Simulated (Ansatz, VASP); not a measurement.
**Two plane-wave programs on BPd4**

Contents of INCAR:

```
PREC = Accurate
ENCUT = 520
EDIFF = 1E-6
ISMEAR = 0
SIGMA = 0.0051
LREAL = F
LASPH = T
NELM = 80
ALGO = Fast
ISIF = 2
LWAVE = F
LCHARG = F
GGA = PE
NBANDS = 30
```

Contents of KPOINTS:

```
Automatic mesh
0
Gamma
  6 4 4
```

The input POSCAR:

```
BPd4
1.0
    2.8920299704      0.0000000000      0.0000000000
    0.0000000000      4.3650077954      0.0000000000
    0.0000000000      0.0000000000      5.8563150000
B Pd
1 4
Direct
    0.5000000000      0.0000000000      0.8632270000
    0.5000000000      0.5000000000      0.8675610000
    0.0000000000      0.5000000000      0.3291640000
    0.0000000000      0.0000000000      0.6194700000
    0.5000000000      0.0000000000      0.1975780000
```

Input for Ansatz:

```yaml
crystal:
  lattice:
    - [2.8920299704, 0.0, 0.0]
    - [0.0, 4.3650077954, 0.0]
    - [0.0, 0.0, 5.856315]
  atoms:
    - { symbol: B, position: [0.5, 0.0, 0.863227] }
    - { symbol: Pd, position: [0.5, 0.5, 0.867561] }
    - { symbol: Pd, position: [0.0, 0.5, 0.329164] }
    - { symbol: Pd, position: [0.0, 0.0, 0.61947] }
    - { symbol: Pd, position: [0.5, 0.0, 0.197578] }
basis:
  ecutwfc: "37 Ry"
kpoints:
  mp_grid: { grid: [6, 4, 4] }
hamiltonian:
  xc: pbe
scf:
  occupations: { method: gaussian, width: 0.0051 }
output:
  forces: true
  stress: true
  eigenvalues: true
```

Alike in both runs: task single point; functional PBE; k mesh 6 × 4 × 4; occupations gaussian, width 0.0051 eV; no spin polarisation.

|  | VASP | Ansatz |
| --- | --- | --- |
| version | VASP 6.6.1 | Ansatz 0.2.0 |
| potentials or method | VASP PAW PBE potentials, release 64 (B, Pd), cutoff 520 eV | scalar-relativistic, plane waves, PAW |
| valence electrons in the cell | 43 | 75 |

VASP gave:

- gap on the k mesh at the Fermi level (eV): none
- pressure (GPa): -1.3
- traceless stress, the component that is largest in VASP (GPa): -1.01
- rms of the force components (eV/Å): 0.076

Task: Which values does Ansatz return?

Result: gap on the k mesh at the Fermi level (eV): none; pressure (GPa): -1.3; traceless stress, the component that is largest in VASP (GPa): -0.94; rms of the force components (eV/Å): 0.092.

Atom by atom the forces differ by 0.021 eV/Å (rms over components). A gap of «none» marks a metal or a gap that the smearing closes. The functional is the same, so the differences come from potentials, cutoffs and numerics. VASP's potentials hold 43 valence electrons a cell and Ansatz's 75, so a difference there can come from the potentials and not from the codes.

The k mesh is coarse, so the values compare programs but aren't converged.
